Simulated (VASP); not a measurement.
# FeS2 (Pnnm) in VASP: notebook

FeS2 is run at these levels: PBE+D3(BJ); tasks: single point, relaxation of cell and atoms.

Everything below comes from runs of VASP 6.6.1. Logs are shortened: lines on timing, memory, paths and dates and some standing lists are left out, and cuts for length are marked.

## 1. The cell of the first run

It takes space group Pnnm (No. 58, orthorhombic). Conventional cell: a = 4.389 Å, b = 5.357 Å, c = 3.355 Å, α = 90.00°, β = 90.00°, γ = 90.00°. Within 2.9 Å of Fe (site symmetry 2/m) lie 6 S at 2.20 to 2.22 Å. Within 2.9 Å of S (site symmetry m) lie 3 Fe at 2.20 to 2.22 Å and 1 S at 2.24 Å.

## 2. Single point, PBE+D3(BJ)

INCAR

```
SYSTEM = FeS2
  PREC = Accurate
  ENCUT = 600
  EDIFF = 1E-6
  ISMEAR = 0
  SIGMA = 0.02
  LREAL = .FALSE.
  LASPH = .TRUE.
  NELM = 120
  ALGO = Normal
  ISIF = 2
  LWAVE = .FALSE.
  LCHARG = .FALSE.
  GGA = PE
  IVDW = 12
  NBANDS = 29
  GGA_COMPAT = .FALSE.
```

KPOINTS

```
Automatic mesh
0
G
  6 6 8
  0 0 0
```

POSCAR

```
FeS2
1.0
    4.3889319241      0.0000000000      0.0000000000
    0.0000000000      5.3573160167      0.0000000000
    0.0000000000      0.0000000000      3.3548223572
Fe S
2 4
Direct
    0.5000000000      0.5000000000      0.5000000000
    0.0000000000      0.0000000000      0.0000000000
    0.2945875343      0.8752374283      0.5000000000
    0.7054124657      0.1247625717      0.5000000000
    0.2054124657      0.3752374283      0.0000000000
    0.7945875343      0.6247625717      0.0000000000
```

Potentials or basis: VASP PAW PBE potentials, release 64 (Fe, S).

The run is started by

```bash
cat potpaw_PBE.64/Fe/POTCAR potpaw_PBE.64/S/POTCAR > POTCAR
mpirun -np 1 vasp_std > vasp.out
```

OUTCAR:

```text
SYSTEM = FeS2
   PREC = Accurate
   ENCUT = 600
   EDIFF = 1E-6
   ISMEAR = 0
   LREAL = .FALSE.
   LASPH = .TRUE.
   NELM = 120
   ISIF = 2
   GGA = PE
   IVDW = 12
 IVDW          = 12

 ion  position               nearest neighbor table
   1  0.500  0.500  0.500-   3 2.20   4 2.20   5 2.22   6 2.22   5 2.22   6 2.22
   2  0.000  0.000  0.000-   5 2.20   6 2.20   3 2.22   4 2.22   3 2.22   4 2.22
   3  0.295  0.875  0.500-   1 2.20   2 2.22   2 2.22   4 2.24
   4  0.705  0.125  0.500-   1 2.20   2 2.22   2 2.22   3 2.24
   5  0.205  0.375  0.000-   2 2.20   1 2.22   1 2.22   6 2.24
   6  0.795  0.625  0.000-   2 2.20   1 2.22   1 2.22   5 2.24

  LATTYP: Found a simple orthorhombic cell.
 ALAT       =     3.3548223572
 B/A-ratio  =     1.3082457003
 C/A-ratio  =     1.5969000580

  Lattice vectors:

 A1 = (   0.0000000000,   0.0000000000,   3.3548223572)
 A2 = (   4.3889319241,   0.0000000000,   0.0000000000)
 A3 = (   0.0000000000,   5.3573160167,   0.0000000000)

Analysis of symmetry for initial positions (statically):
=====================================================================
 Subroutine PRICEL returns:
 Original cell was already a primitive cell.

 Routine SETGRP: Setting up the symmetry group for a
 simple orthorhombic supercell.

 Subroutine GETGRP returns: Found  8 space group operations
 (whereof  4 operations were pure point group operations)
 out of a pool of  8 trial point group operations.

The static configuration has the point symmetry C_2h.
 The point group associated with its full space group is D_2h.

Analysis of symmetry for dynamics (positions and initial velocities):
=====================================================================
 Subroutine PRICEL returns:
 Original cell was already a primitive cell.

 Routine SETGRP: Setting up the symmetry group for a
 simple orthorhombic supercell.

 Subroutine GETGRP returns: Found  8 space group operations
 (whereof  4 operations were pure point group operations)
 out of a pool of  8 trial point group operations.

The dynamic configuration has the point symmetry C_2h.
 The point group associated with its full space group is D_2h.

 Subroutine INISYM returns: Found  8 space group operations
 (whereof  4 operations are pure point group operations),
 and found     1 'primitive' translations

----------------------------------------------------------------------------------------

                                     Primitive cell

[... 102 lines left out ...]
   IBRION =     -1    ionic relax: 0-MD 1-quasi-New 2-CG
   NFREE  =      0    steps in history (QN), initial steepest desc. (CG)
   ISIF   =      2    stress and relaxation
   ISYM   =      2    0-nonsym 1-usesym 2-fastsym
   POTIM  = 0.5000    time-step for ionic-motion
   TEBEG  =    0.0;   TEEND  =   0.0 temperature during run
   PSTRESS=    0.0 pullay stress
   NELECT =      40.0000    total number of electrons
   NUPDOWN=      -1.0000    fix difference up-down
   EMIN   =  10.00;   EMAX   =-10.00  energy-range for DOS
   EFERMI =   0.00;   METHOD = LEGACY
   ISMEAR =     0;   SIGMA  =   0.02  broadening in eV -4-tet -1-fermi 0-gaus
   EFERMI_NEDOS =   21; number of points for ismear=-14 and -15
   IALGO  =     38    algorithm
   IMIX   =      4    mixing-type and parameters
     AMIX     =   0.40;   BMIX     =  1.00
     AMIX_MAG =   1.60;   BMIX_MAG =  1.00
  volume/ion in A,a.u.               =      13.15        88.72
  Fermi-wavevector in a.u.,A,eV,Ry     =   1.305478  2.466996 23.188045  1.704273
  Thomas-Fermi vector in A             =   2.436345
   LORBIT       =      0    0 simple, 1 ext, 2 COOP (PROOUT), +10 PAW based schemes
   GGA     = PE    functional components
   LHFCALC =     F    Hartree Fock is set to
   AEXX    =    0.0000 exact exchange contribution
   IVDW    =    12    specifies the selected vdW correction
   LEPSILON=     F    determine dielectric tensor
   LRPA    =     F    only Hartree local field effects (RPA)
 non-spin polarized calculation
 Gauss-broadening in eV      SIGMA  =   0.02
  energy-cutoff  :      600.00
  volume of cell :       78.88
 maximum number of plane-waves:      2666
 NGX is ok and might be reduce to    36
   NGX = 17   NGY = 21   NGZ = 13

 number of electron      39.9999988 magnetization

 Free energy of the ion-electron system (eV)
  ---------------------------------------------------
  ext. energy  EPLUGINS =         0.00000000
  ---------------------------------------------------
  free energy    TOTEN  =       -36.06530864 eV

  energy without entropy =      -36.06530864  energy(sigma->0) =      -36.06530864

 E-fermi :   8.2702     XC(G=0): -11.8778

 val. band max:        8.1281791231   @ k =   0.1667   0.0000   0.2500
 cond. band min:       9.0923064612   @ k =   0.0000   0.5000   0.5000
 fundamental gap:      0.9641273381
 Fermi energy:         8.2701531263

 k-point     1 :       0.0000    0.0000    0.0000
  band No.  band energies     occupation
      1      -8.8126      2.00000
      2      -6.3165      2.00000
      3      -4.4721      2.00000
      4      -3.6657      2.00000
      5       0.3308      2.00000
      6       1.9037      2.00000
[... 757 lines left out ...]
     28      14.4373      0.00000
     29      15.9475      0.00000

 [... further k-points ...]

------------------------ aborting loop because EDIFF is reached ----------------------------------------

 Edisp (eV)   -2.47584

 E8    (eV) :    -0.9576

  FORCE on cell =-STRESS in cart. coord.  units (eV):
  Direction    XX          YY          ZZ          XY          YZ          ZX
  --------------------------------------------------------------------------------------
  -------------------------------------------------------------------------------------
  Total      -0.00302     0.09552     0.12377     0.00000     0.00000     0.00000
  in kB      -0.06136     1.94020     2.51398     0.00000     0.00000     0.00000
  external pressure =        1.46 kB  Pullay stress =        0.00 kB

 VOLUME and BASIS-vectors are now :
 -----------------------------------------------------------------------------
  energy-cutoff  :      600.00
  volume of cell :       78.88
      direct lattice vectors                 reciprocal lattice vectors
     4.388931924  0.000000000  0.000000000     0.227845867  0.000000000  0.000000000
     0.000000000  5.357316017  0.000000000     0.000000000  0.186660633  0.000000000
     0.000000000  0.000000000  3.354822357     0.000000000  0.000000000  0.298078376

 POSITION                                       TOTAL-FORCE (eV/Angst)
 -----------------------------------------------------------------------------------
      2.19447      2.67866      1.67741         0.000000      0.000000      0.000000
      0.00000      0.00000      0.00000         0.000000      0.000000      0.000000
      1.29292      4.68892      1.67741         0.061018      0.037433      0.000000
      3.09601      0.66839      1.67741        -0.061018     -0.037433      0.000000
      0.90154      2.01027      0.00000        -0.061018      0.037433      0.000000
      3.48739      3.34705      0.00000         0.061018     -0.037433      0.000000
 -----------------------------------------------------------------------------------
    total drift:                                0.000000      0.000000      0.000000

  FREE ENERGIE OF THE ION-ELECTRON SYSTEM (eV)
  ---------------------------------------------------
  free  energy   TOTEN  =       -38.5411506883 eV

  energy  without entropy=      -38.5411506883  energy(sigma->0) =      -38.54115069
```

It took 2.5 min on 1 thread of Intel Xeon Platinum 8488C (Sapphire Rapids), shared host; peak memory 0.34 GiB.

What came out:

```yaml
Free_energy: -38.5412 eV
Pressure: 0.1 GPa
Largest_force: 0.072 eV/Å
Band_gap_on_the_k_mesh: 0.96 eV, indirect (least direct gap 1.28 eV)
Dispersion_energy_per_atom: -0.413 eV
```

Forces in eV/Å, atoms in the order of the input:
```
Fe   0.000  0.000  0.000
Fe   0.000  0.000  0.000
S    0.061  0.037  0.000
S   -0.061 -0.037  0.000
S   -0.061  0.037  0.000
S    0.061 -0.037  0.000
```

A k mesh can miss the band edges. Spin polarisation is off, so any magnetic state and its effect on volume and gap are missing.

## 3. Relaxation of cell and atoms, PBE+D3(BJ)

This run uses another cell than the first one, of 13.55 Å³/atom, 1.031 times its volume.

INCAR

```
SYSTEM = FeS2
PREC = Accurate
ENCUT = 600
EDIFF = 1E-7
ISMEAR = 0
SIGMA = 0.02
LREAL = .False.
LASPH = .True.
NELM = 120
ALGO = Normal
ISIF = 3
LWAVE = .False.
LCHARG = .False.
GGA = PE
IVDW = 12
IBRION = 2
NSW = 70
EDIFFG = -0.02
GGA_COMPAT = .False.
NELMIN = 4
```

KPOINTS

```
Automatic mesh
0
Gamma
  6 6 8
  0 0 0
```

POSCAR

```
FeS2
1.0
    4.4337544182      0.0000000000      0.0000000000
    0.0000000000      5.4126108082      0.0000000000
    0.0000000000      0.0000000000      3.3874504851
Fe S
2 4
Direct
    0.5000000000      0.5000000000      0.5000000000
    0.0000000000      0.0000000000      0.0000000000
    0.2938318476      0.8747762125      0.5000000000
    0.7061681524      0.1252237875      0.5000000000
    0.2061681524      0.3747762125      0.0000000000
    0.7938318476      0.6252237875      0.0000000000
```

Potentials or basis: VASP PAW PBE potentials, release 64 (Fe, S).

The run is started by

```bash
cat potpaw_PBE.64/Fe/POTCAR potpaw_PBE.64/S/POTCAR > POTCAR
mpirun -np 1 vasp_std > vasp.out
```

OUTCAR:

```text
SYSTEM = FeS2
   PREC = Accurate
   ENCUT = 600
   EDIFF = 1E-7
   ISMEAR = 0
   LREAL = .False.
   LASPH = .True.
   NELM = 120
   ISIF = 3
   GGA = PE
   IVDW = 12
   IBRION = 2
   NSW = 70
   EDIFFG = -0.02
   NELMIN = 4
 IVDW          = 12

 ion  position               nearest neighbor table
   1  0.500  0.500  0.500-   3 2.22   4 2.22   5 2.24   6 2.24   5 2.24   6 2.24
   2  0.000  0.000  0.000-   5 2.22   6 2.22   3 2.24   4 2.24   3 2.24   4 2.24
   3  0.294  0.875  0.500-   1 2.22   2 2.24   2 2.24   4 2.28
   4  0.706  0.125  0.500-   1 2.22   2 2.24   2 2.24   3 2.28
   5  0.206  0.375  0.000-   2 2.22   1 2.24   1 2.24   6 2.28
   6  0.794  0.625  0.000-   2 2.22   1 2.24   1 2.24   5 2.28

  LATTYP: Found a simple orthorhombic cell.
 ALAT       =     3.3874504851
 B/A-ratio  =     1.3088765246
 C/A-ratio  =     1.5978420443

  Lattice vectors:

 A1 = (   0.0000000000,   0.0000000000,   3.3874504851)
[... 190 lines left out ...]

------------------------ aborting loop because EDIFF is reached ----------------------------------------

 Edisp (eV)   -2.40203

 E8    (eV) :    -0.9295
[... 167 lines left out ...]
--------------------------------------- Ionic step        5  -------------------------------------------

 number of electron      39.9999985 magnetization

 Free energy of the ion-electron system (eV)
  ---------------------------------------------------
  ext. energy  EPLUGINS =         0.00000000
  ---------------------------------------------------
  free energy    TOTEN  =       -36.06762956 eV

  energy without entropy =      -36.06762956  energy(sigma->0) =      -36.06762956

 E-fermi :   8.2277     XC(G=0): -11.8752

 val. band max:        8.1290963124   @ k =   0.1667   0.0000   0.2500
 cond. band min:       9.0961816517   @ k =   0.0000   0.5000   0.5000
 fundamental gap:      0.9670853393
 Fermi energy:         8.2277100974

 k-point     1 :       0.0000    0.0000    0.0000
  band No.  band energies     occupation
      1      -8.8342      2.00000
      2      -6.3646      2.00000
      3      -4.4617      2.00000
      4      -3.6475      2.00000
      5       0.3351      2.00000
      6       1.9210      2.00000
[... 637 lines left out ...]
     23      10.4222      0.00000
     24      10.4222      0.00000

 [... further k-points ...]

------------------------ aborting loop because EDIFF is reached ----------------------------------------

 Edisp (eV)   -2.47485

 E8    (eV) :    -0.9572
[... 29 lines left out ...]
  FREE ENERGIE OF THE ION-ELECTRON SYSTEM (eV)
  ---------------------------------------------------
  free  energy   TOTEN  =       -38.5424756893 eV

  energy  without entropy=      -38.5424756893  energy(sigma->0) =      -38.54247569

 reached required accuracy - stopping structural energy minimisation
```

CONTCAR:

```text
FeS2
   1.00000000000000
     4.3844363265800839   -0.0000000000000000    0.0000000000000000
    -0.0000000000000000    5.3597974394644678    0.0000000000000000
     0.0000000000000000    0.0000000000000000    3.3580635566734593
  Fe              S
     2     4
Direct
     0.5000000000000000    0.5000000000000000    0.5000000000000000
     0.0000000000000000    0.0000000000000000    0.0000000000000000
     0.2955408172641817    0.8756927678465474    0.5000000000000000
     0.7044591827358182    0.1243072321534525    0.5000000000000000
     0.2044591827358183    0.3756927678465475    0.0000000000000000
     0.7955408172641818    0.6243072321534526    0.0000000000000000

  0.00000000E+00  0.00000000E+00  0.00000000E+00
  0.00000000E+00  0.00000000E+00  0.00000000E+00
  0.00000000E+00  0.00000000E+00  0.00000000E+00
  0.00000000E+00  0.00000000E+00  0.00000000E+00
  0.00000000E+00  0.00000000E+00  0.00000000E+00
  0.00000000E+00  0.00000000E+00  0.00000000E+00
```

Run time: 10 min. Hardware: 1 thread of Intel Xeon Platinum 8488C (Sapphire Rapids), shared host; peak memory 0.34 GiB.

What came out:

```
Free energy                            : -38.5425 eV
Relaxed volume                         : 13.15 Å³/atom
Relaxed cell                           : a = 4.384 Å, b = 5.360 Å, c = 3.358 Å, α = 90.00°, β = 90.00°, γ = 90.00°
Space group after relaxing (to 0.05 Å) : Pnnm (No. 58)
Energy gained by relaxing              : 5.9 meV/atom
Ionic steps                            : 5
Pressure after relaxing                : 0.0 GPa
Largest force after relaxing           : 0.013 eV/Å
Band gap on the k mesh                 : 0.97 eV, indirect (least direct gap 1.28 eV)
Dispersion energy per atom             : -0.412 eV
```

Forces on the atoms (eV/Å):
```
Fe   0.000  0.000  0.000
Fe   0.000  0.000  0.000
S    0.001  0.012  0.000
S   -0.001 -0.012  0.000
S   -0.001  0.012  0.000
S    0.001 -0.012  0.000
```

Stress tensor (GPa, compression positive):
```
 0.19  0.00  0.00
 0.00  0.03  0.00
 0.00  0.00 -0.14
```

Step by step:
| step | energy change (eV) | largest force (eV/Å) | pressure (GPa) | volume (Å³) |
| --- | --- | --- | --- | --- |
| 1 | 0.0000 | 0.0801 | -4.45 | 81.29 |
| 2 | -0.0066 | 0.1230 | 4.56 | 76.95 |
| 3 | -0.0340 | 0.0979 | 0.06 | 78.95 |
| 4 | -0.0353 | 0.0430 | 0.03 | 78.93 |
| 5 | -0.0355 | 0.0125 | 0.03 | 78.91 |

Final structure:
```xyz
6
Lattice="4.3844 0.0000 0.0000 0.0000 5.3598 0.0000 0.0000 0.0000 3.3581" Properties=species:S:1:pos:R:3 pbc="T T T"
Fe    2.1922    2.6799    1.6790
Fe    0.0000    0.0000    0.0000
S     1.2958    4.6935    1.6790
S     3.0887    0.6663    1.6790
S     0.8964    2.0136    0.0000
S     3.4880    3.3462    0.0000
```

A k mesh can miss the band edges. Expect the measured gap to be larger: semilocal functionals such as PBE lack the derivative discontinuity.
